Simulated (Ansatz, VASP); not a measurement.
**SiC: VASP beside Ansatz**

File INCAR:

```
SYSTEM = SiC
PREC = Accurate
ENCUT = 520
EDIFF = 1E-6
ISMEAR = 0
SIGMA = 0.05
LREAL = .False.
LASPH = .True.
NELM = 60
ALGO = Normal
ISIF = 2
LWAVE = .False.
LCHARG = .False.
GGA = PE
NBANDS = 11
```

File KPOINTS:

```
regular mesh
0
Gamma
  10 10 10
  0 0 0
```

The input POSCAR:

```
SiC
1.0
    0.0000000000      2.1898640927      2.1898640927
    2.1898640927      0.0000000000      2.1898640927
    2.1898640927      2.1898640927      0.0000000000
Si C
1 1
Direct
    0.0000000000      0.0000000000      0.0000000000
    0.7500000000      0.7500000000      0.7500000000
```

Input for Ansatz:

```yaml
crystal:
  lattice:
    - [0.0, 2.1898640927, 2.1898640927]
    - [2.1898640927, 0.0, 2.1898640927]
    - [2.1898640927, 2.1898640927, 0.0]
  atoms:
    - { symbol: Si, position: [0.0, 0.0, 0.0] }
    - { symbol: C, position: [0.75, 0.75, 0.75] }
basis:
  ecutwfc: 420
kpoints:
  mp_grid: { grid: [10, 10, 10] }
hamiltonian:
  xc: pbe
scf:
  occupations: { method: gaussian, width: 0.05 }
output:
  forces: true
  stress: true
  eigenvalues: true
```

Alike in both runs: task single point; functional PBE; k mesh 10 × 10 × 10; occupations gaussian, width 0.05 eV; no spin polarisation.

|  | VASP | Ansatz |
| --- | --- | --- |
| version | VASP 6.6.1 | Ansatz 0.2.0 |
| potentials or method | VASP PAW PBE potentials, release 64 (Si, C), cutoff 520 eV | scalar-relativistic, plane waves, PAW |
| valence electrons in the cell | 8 | 8 |

|  | VASP | Ansatz | Ansatz less VASP |
| --- | --- | --- | --- |
| gap on the k mesh at the Fermi level (eV) | 1.37 | 1.37 | +0.002 |
| least direct gap on the mesh (eV) | 4.53 | 4.53 | +0.003 |
| pressure (GPa) | 0.0 | 0.0 | +0.05 |
